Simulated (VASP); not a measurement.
# Fe4Si (P-6m2) in VASP: single point with PBE

Aim: the single point of Fe4Si with PBE.

Program: VASP 6.6.1. These are calculated values, not measurements. Logs are shortened: lines on timing, memory, paths and dates and some standing lists are left out, and cuts for length are marked.

**1. The cell of the first run**

The structure is hexagonal, space group P-6m2 (No. 187). Conventional cell: a = 3.922 Å, b = 3.922 Å, c = 4.777 Å, α = 90.00°, β = 90.00°, γ = 120.00°. Within 3.0 Å of Fe (site symmetry -6m2) lie 3 Si at 2.26 Å and 8 Fe at 2.39 to 2.57 Å. Within 3.1 Å of Fe (site symmetry 3m) lie 8 Fe at 2.34 to 2.57 Å and 3 Si at 2.57 Å. Fe (site symmetry -6m2) has 8 Fe at 2.39 to 2.55 Å and 6 Si at 3.29 Å within 3.3 Å. Within 3.0 Å of Si (site symmetry -6m2) lie 9 Fe at 2.26 to 2.57 Å.

The cell was generated, and may not be a known phase.

**2. Single point, PBE, collinear spin, ferromagnetic start**

File INCAR:

```
PREC     = Accurate       # precision mode
ENCUT    = 520            # plane-wave cutoff, eV
EDIFF    = 1E-6           # SCF threshold, eV
ISMEAR   = 0              # smearing method
SIGMA    = 0.1            # smearing width, eV
LREAL    = False          # projectors in reciprocal space
LASPH    = True           # aspherical terms in the spheres
NELM     = 150            # most SCF steps
ALGO     = Fast           # electronic algorithm
ISIF     = 2              # what is computed and relaxed
LWAVE    = False          # write WAVECAR
LCHARG   = True           # write CHGCAR
ISPIN    = 2              # spin polarisation
MAGMOM   = 2.34 2.34 2.34 2.34 0 # initial moments
LORBIT   = 11             # projections on sites
LMAXMIX  = 4              # l up to which the mixer works
GGA      = PE             # functional
LELF     = True           # ELF
LVHAR    = True         
NBANDS   = 30             # bands
```

File KPOINTS:

```
regular mesh
0
Gamma
  12 12 8
```

File POSCAR:

```
Fe4Si
1.0
    3.9218779434      0.0000000000      0.0000000000
   -1.9609389717      3.3964459295      0.0000000000
    0.0000000000      0.0000000000      4.7771618556
Fe Si
4 1
Direct
    0.3333333333      0.6666666667      0.5000000000
    0.6666666667      0.3333333333      0.7551897860
    0.6666666667      0.3333333333      0.2448102140
    0.3333333333      0.6666666667      0.0000000000
    0.0000000000      0.0000000000      0.5000000000
```

Potentials or basis: VASP PAW PBE potentials, release 64 (Fe, Si).

Launch:

```sh
$ cat potpaw_PBE.64/Fe/POTCAR potpaw_PBE.64/Si/POTCAR > POTCAR
$ mpirun -np 1 vasp_std > vasp.out
```

OUTCAR:

```text
PREC = Accurate
   ENCUT = 520
   EDIFF = 1E-6
   ISMEAR = 0
   LREAL = False
   LASPH = True
   NELM = 150
   ISIF = 2
   ISPIN = 2
   LORBIT = 11
   GGA = PE

 ion  position               nearest neighbor table
   1  0.333  0.667  0.500-   5 2.26   5 2.26   5 2.26   4 2.39   4 2.39   2 2.57   3 2.57   2 2.57
                             3 2.57   2 2.57   3 2.57
   2  0.667  0.333  0.755-   3 2.34   3 2.44   4 2.55   4 2.55   4 2.55   1 2.57   1 2.57   5 2.57
                             5 2.57   5 2.57   1 2.57
   3  0.667  0.333  0.245-   2 2.34   2 2.44   4 2.55   4 2.55   4 2.55   1 2.57   1 2.57   5 2.57
                             5 2.57   5 2.57   1 2.57
   4  0.333  0.667  0.000-   1 2.39   1 2.39   2 2.55   3 2.55   2 2.55   3 2.55   3 2.55   2 2.55

   5  0.000  0.000  0.500-   1 2.26   1 2.26   1 2.26   3 2.57   2 2.57   3 2.57   2 2.57   3 2.57
                             2 2.57

  LATTYP: Found a hexagonal cell.
 ALAT       =     3.9218779434
 C/A-ratio  =     1.2180801964

  Lattice vectors:

 A1 = (   3.9218779434,   0.0000000000,   0.0000000000)
 A2 = (  -1.9609389717,   3.3964459295,   0.0000000000)
 A3 = (   0.0000000000,   0.0000000000,   4.7771618556)

Analysis of symmetry for initial positions (statically):
=====================================================================
 Subroutine PRICEL returns:
 Original cell was already a primitive cell.

 Routine SETGRP: Setting up the symmetry group for a
 hexagonal supercell.

 Subroutine GETGRP returns: Found 12 space group operations
 (whereof 12 operations were pure point group operations)
 out of a pool of 24 trial point group operations.

The static configuration has the point symmetry D_3h.

Analysis of symmetry for dynamics (positions and initial velocities):
=====================================================================
 Subroutine PRICEL returns:
 Original cell was already a primitive cell.

 Routine SETGRP: Setting up the symmetry group for a
 hexagonal supercell.

 Subroutine GETGRP returns: Found 12 space group operations
 (whereof 12 operations were pure point group operations)
 out of a pool of 24 trial point group operations.

The dynamic configuration has the point symmetry D_3h.

Analysis of structural, dynamic, and magnetic symmetry:
=====================================================================
 Subroutine PRICEL returns:
 Original cell was already a primitive cell.

 Routine SETGRP: Setting up the symmetry group for a
 hexagonal supercell.

 Subroutine GETGRP returns: Found 12 space group operations
 (whereof 12 operations were pure point group operations)
 out of a pool of 24 trial point group operations.

The overall configuration has the point symmetry D_3h.

 Subroutine INISYM returns: Found 12 space group operations
 (whereof 12 operations are pure point group operations),
 and found     1 'primitive' translations

----------------------------------------------------------------------------------------

                                     Primitive cell

  volume of cell :      63.6339

  direct lattice vectors                    reciprocal lattice vectors
     3.921877943  0.000000000  0.000000000     0.254979888  0.147212707  0.000000000
    -1.960938972  3.396445930  0.000000000     0.000000000  0.294425414  0.000000000
     0.000000000  0.000000000  4.777161856     0.000000000  0.000000000  0.209329311

  length of vectors
     3.921877943  3.921877943  4.777161856     0.294425414  0.294425414  0.209329311

  position of ions in fractional coordinates (direct lattice)
     0.333333333  0.666666667  0.500000000
     0.666666667  0.333333333  0.755189786
     0.666666667  0.333333333  0.244810214
     0.333333333  0.666666667  0.000000000
     0.000000000  0.000000000  0.500000000

  ion indices of the primitive-cell ions
   primitive index   ion index
                 1           1
                 2           2
                 3           3
                 4           4
                 5           5

----------------------------------------------------------------------------------------

 KPOINTS: regular mesh

Automatic generation of k-mesh.
 Grid dimensions read from file:
 generate k-points for:   12   12    8

 Generating k-lattice:

  Cartesian coordinates                     Fractional coordinates (reciprocal lattice)
     0.021248324  0.012267726  0.000000000     0.083333333  0.000000000  0.000000000
     0.000000000  0.024535451  0.000000000     0.000000000  0.083333333  0.000000000
     0.000000000  0.000000000  0.026166164     0.000000000  0.000000000  0.125000000

  Length of vectors
     0.024535451  0.024535451  0.026166164

  Shift w.r.t. Gamma in fractional coordinates (k-lattice)
     0.000000000  0.000000000  0.000000000

 Subroutine IBZKPT returns following result:
 ===========================================

 Found     95 irreducible k-points:

 Following reciprocal coordinates:
            Coordinates               Weight
  0.000000  0.000000  0.000000      1.000000
  0.083333 -0.000000  0.000000      6.000000
  0.166667  0.000000  0.000000      6.000000
  0.250000  0.000000  0.000000      6.000000
  0.333333 -0.000000  0.000000      6.000000
  0.416667 -0.000000  0.000000      6.000000
[... 16 lines left out ...]
  0.250000  0.000000  0.125000     12.000000
  0.333333 -0.000000  0.125000     12.000000
 [... further k-points ...]
   k-points           NKPTS =     95   k-points in BZ     NKDIM =     95   number of bands    NBANDS=     30
   number of dos      NEDOS =    301   number of ions     NIONS =      5
   total plane-waves  NPLWV =  32400
   dimension x,y,z NGX =    30 NGY =   30 NGZ =   36
   dimension x,y,z NGXF=    60 NGYF=   60 NGZF=   72
   ions per type =               4   1
   NGX,Y,Z   is equivalent  to a cutoff of  12.72, 12.72, 12.53 a.u.
   NGXF,Y,Z  is equivalent  to a cutoff of  25.43, 25.43, 25.06 a.u.
 SYSTEM =  unknown system
   PREC   = accura    normal or accurate (medium, high low for compatibility)
   ISTART =      0    job   : 0-new  1-cont  2-samecut
   ICHARG =      2    charge: 1-file 2-atom 10-const
   ISPIN  =      2    spin polarized calculation?
   LNONCOLLINEAR =      F non collinear calculations
   LSORBIT =      F    spin-orbit coupling
   LASPH  =      T    aspherical Exc in radial PAW
   ENCUT  =  520.0 eV  38.22 Ry    6.18 a.u.   7.29  7.29  8.88*2*pi/ulx,y,z
   NELM   =    150;   NELMIN=  2; NELMDL= -5     # of ELM steps
   EDIFF  = 0.1E-05   stopping-criterion for ELM
   LREAL  =      F    real-space projection
   EDIFFG = 0.1E-04   stopping-criterion for IOM
   NSW    =      0    number of steps for IOM
   IBRION =     -1    ionic relax: 0-MD 1-quasi-New 2-CG
   NFREE  =      0    steps in history (QN), initial steepest desc. (CG)
   ISIF   =      2    stress and relaxation
   ISYM   =      2    0-nonsym 1-usesym 2-fastsym
   POTIM  = 0.5000    time-step for ionic-motion
   TEBEG  =    0.0;   TEEND  =   0.0 temperature during run
   PSTRESS=    0.0 pullay stress
   NELECT =      36.0000    total number of electrons
   NUPDOWN=      -1.0000    fix difference up-down
   EMIN   =  10.00;   EMAX   =-10.00  energy-range for DOS
   EFERMI =   0.00;   METHOD = LEGACY
   ISMEAR =     0;   SIGMA  =   0.10  broadening in eV -4-tet -1-fermi 0-gaus
   EFERMI_NEDOS =   21; number of points for ismear=-14 and -15
   IALGO  =     68    algorithm
   IMIX   =      4    mixing-type and parameters
     AMIX     =   0.40;   BMIX     =  1.00
     AMIX_MAG =   1.60;   BMIX_MAG =  1.00
  volume/ion in A,a.u.               =      12.73        85.88
  Fermi-wavevector in a.u.,A,eV,Ry     =   1.353982  2.558654 24.943099  1.833266
  Thomas-Fermi vector in A             =   2.481191
   LORBIT       =     11    0 simple, 1 ext, 2 COOP (PROOUT), +10 PAW based schemes
   GGA     = PE    functional components
   LHFCALC =     F    Hartree Fock is set to
   AEXX    =    0.0000 exact exchange contribution
   IVDW    =     0    specifies the selected vdW correction
   LEPSILON=     F    determine dielectric tensor
   LRPA    =     F    only Hartree local field effects (RPA)
 spin polarized calculation
 RMM-DIIS sequential band-by-band and
 Gauss-broadening in eV      SIGMA  =   0.10
  energy-cutoff  :      520.00
  volume of cell :       63.63
 maximum number of plane-waves:      1751
 NGX is ok and might be reduce to    30
   NGX = 15   NGY = 15   NGZ = 17

 number of electron      35.9999985 magnetization       8.3343888

 Free energy of the ion-electron system (eV)
  ---------------------------------------------------
  ext. energy  EPLUGINS =         0.00000000
  ---------------------------------------------------
  free energy    TOTEN  =       -37.99390837 eV

  energy without entropy =      -37.98032516  energy(sigma->0) =      -37.98711677

 E-fermi :   6.1232     XC(G=0): -12.1853

 val. band max:        6.1227529649   @ k =   0.2500   0.2500   0.5000
 cond. band min:       6.1298443591   @ k =   0.1667   0.0833   0.2500
 fundamental gap:      0.0070913942
 Fermi energy:         6.1232273110

 spin component 1

 k-point     1 :       0.0000    0.0000    0.0000
  band No.  band energies     occupation
      1      -4.4054      1.00000
      2       1.4404      1.00000
      3       1.4404      1.00000
      4       1.9230      1.00000
      5       2.1104      1.00000
      6       2.1864      1.00000
[... 22 lines left out ...]
     29      14.1313      0.00000
     30      15.6188      0.00000

 k-point     2 :       0.0833   -0.0000    0.0000
  band No.  band energies     occupation
      1      -4.3203      1.00000
      2       1.3098      1.00000
      3       1.4795      1.00000
      4       1.8553      1.00000
      5       1.9355      1.00000
      6       2.2113      1.00000
[... 718 lines left out ...]
 k-point    24 :       0.3333   -0.0000    0.1250
  band No.  band energies     occupation
      1      -3.1299      1.00000
      2       0.2685      1.00000
      3       1.4925      1.00000
      4       1.9374      1.00000
      5       1.9725      1.00000
      6       2.1684      1.00000
[... 22 lines left out ...]
     29      13.3288      0.00000
     30      15.0938      0.00000

 [... further k-points ...]

 spin component 2

 k-point     1 :       0.0000    0.0000    0.0000
  band No.  band energies     occupation
      1      -4.3782      1.00000
      2       2.3963      1.00000
      3       2.3963      1.00000
      4       2.4324      1.00000
      5       2.6863      1.00000
      6       3.4451      1.00000
[... 22 lines left out ...]
     29      14.2158      0.00000
     30      15.8888      0.00000

 k-point     2 :       0.0833   -0.0000    0.0000
  band No.  band energies     occupation
      1      -4.2932      1.00000
      2       2.1566      1.00000
      3       2.4258      1.00000
      4       2.4416      1.00000
      5       2.8322      1.00000
      6       3.4998      1.00000
[... 718 lines left out ...]
 k-point    24 :       0.3333   -0.0000    0.1250
  band No.  band energies     occupation
      1      -3.0981      1.00000
      2       0.6733      1.00000
      3       2.2846      1.00000
      4       3.0230      1.00000
      5       3.0273      1.00000
      6       3.4595      1.00000
[... 22 lines left out ...]
     29      13.9919      0.00000
     30      15.6514      0.00000

 [... further k-points ...]

------------------------ aborting loop because EDIFF is reached ----------------------------------------

  FORCE on cell =-STRESS in cart. coord.  units (eV):
  Direction    XX          YY          ZZ          XY          YZ          ZX
  --------------------------------------------------------------------------------------
  -------------------------------------------------------------------------------------
  Total        0.0037404      0.0037404     -0.1214668      0.0000000      0.0000000      0.0000000
  in kB        0.0941766      0.0941766     -3.0582967      0.0000000      0.0000000      0.0000000
  external PRESSURE =      -0.9566479 kB  Pullay stress =       0.0000000 kB

 VOLUME and BASIS-vectors are now :
 -----------------------------------------------------------------------------
  energy-cutoff  :      520.00
  volume of cell :       63.63
      direct lattice vectors                 reciprocal lattice vectors
     3.921877943  0.000000000  0.000000000     0.254979888  0.147212707  0.000000000
    -1.960938972  3.396445930  0.000000000     0.000000000  0.294425414  0.000000000
     0.000000000  0.000000000  4.777161856     0.000000000  0.000000000  0.209329311

 POSITION                                       TOTAL-FORCE (eV/Angst)
 -----------------------------------------------------------------------------------
     -0.00000      2.26430      2.38858         0.000000      0.000000      0.000000
      1.96094      1.13215      3.60766        -0.000000     -0.000000      0.020406
      1.96094      1.13215      1.16950         0.000000     -0.000000     -0.020406
     -0.00000      2.26430      0.00000        -0.000000     -0.000000      0.000000
      0.00000      0.00000      2.38858         0.000000     -0.000000      0.000000
 -----------------------------------------------------------------------------------
    total drift:                               -0.000001      0.000000      0.000000

  FREE ENERGIE OF THE ION-ELECTRON SYSTEM (eV)
  ---------------------------------------------------
  free  energy   TOTEN  =       -37.9939083711 eV

  energy  without entropy=      -37.9803251595  energy(sigma->0) =      -37.98711677

 total charge

# of ion       s       p       d       tot
------------------------------------------
    1        0.511   0.664   6.469   7.644
    2        0.465   0.515   6.271   7.251
    3        0.465   0.515   6.271   7.251
    4        0.480   0.423   6.160   7.063
    5        0.751   0.883   0.000   1.634
--------------------------------------------------
tot          2.672   3.000  25.171  30.843

 magnetization (x)

# of ion       s       p       d       tot
------------------------------------------
    1       -0.014  -0.053   1.493   1.426
    2       -0.014  -0.037   2.220   2.168
    3       -0.014  -0.037   2.220   2.168
    4       -0.004  -0.042   2.691   2.644
    5       -0.007  -0.062   0.000  -0.069
--------------------------------------------------
tot         -0.053  -0.231   8.623   8.339
```

Run time: 14 min. Hardware: 1 thread of Intel Xeon 8259CL, shared host; peak memory 0.39 GiB.

What came out:

* Free energy: -37.9939 eV
* Pressure: -0.1 GPa
* Largest force: 0.020 eV/Å
* Net moment: 8.33 μB per cell
* Site moments: Fe +1.43, +2.17, +2.64 (each value once); Si -0.07 μB
* Valence electrons inside the program's atomic spheres: Fe 7.64, 7.25, 7.06 (each value once); Si 1.63

Forces in eV/Å, atoms in the order of the input:
```
Fe   0.000  0.000  0.000
Fe   0.000  0.000  0.020
Fe   0.000  0.000 -0.020
Fe   0.000  0.000  0.000
Si   0.000  0.000  0.000
```
